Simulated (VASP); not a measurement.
Here is a VASP 6.6.1 calculation.

Contents of INCAR:

```
PREC     = Accurate       # precision mode
ENCUT    = 520            # plane-wave cutoff, eV
EDIFF    = 1E-7           # SCF threshold, eV
ISMEAR   = 0              # smearing method
SIGMA    = 0.05           # smearing width, eV
LREAL    = False          # projectors in reciprocal space
LASPH    = True           # aspherical terms in the spheres
NELM     = 60             # most SCF steps
ALGO     = Fast           # electronic algorithm
ISIF     = 2              # what is computed and relaxed
LWAVE    = False          # write WAVECAR
LCHARG   = False          # write CHGCAR
GGA      = PE             # functional
NBANDS   = 37             # bands
```

Contents of KPOINTS:

```
Automatic mesh
0
Gamma
  10 10 6
```

The input POSCAR:

```
BiMo
1.0
    4.6790382509      0.0000000000      0.0000000000
   -2.3395191255      4.0521659906      0.0000000000
    0.0000000000      0.0000000000      5.1677652207
Mo Bi
2 2
Direct
    0.0000000000      0.0000000000      0.0000000000
    0.0000000000      0.0000000000      0.5000000000
    0.3333333333      0.6666666667      0.2500000000
    0.6666666667      0.3333333333      0.7500000000
```

Potentials or basis: VASP PAW PBE potentials, release 64 (Mo_sv, Bi_d).

The run is started by

```sh
$ cat potpaw_PBE.64/Mo_sv/POTCAR potpaw_PBE.64/Bi_d/POTCAR > POTCAR
$ mpirun -np 1 vasp_std > vasp.out
```

(1) What does it give for the pressure?

(2) Predict the band gap on the k mesh.

## Answers

(1) -3.8 GPa.

(2) zero (band 29 reaches 9.20 eV, above the bottom of band 30 at 7.82 eV).

Caveat: spin-orbit coupling is left out, which moves the levels of the heavy elements.
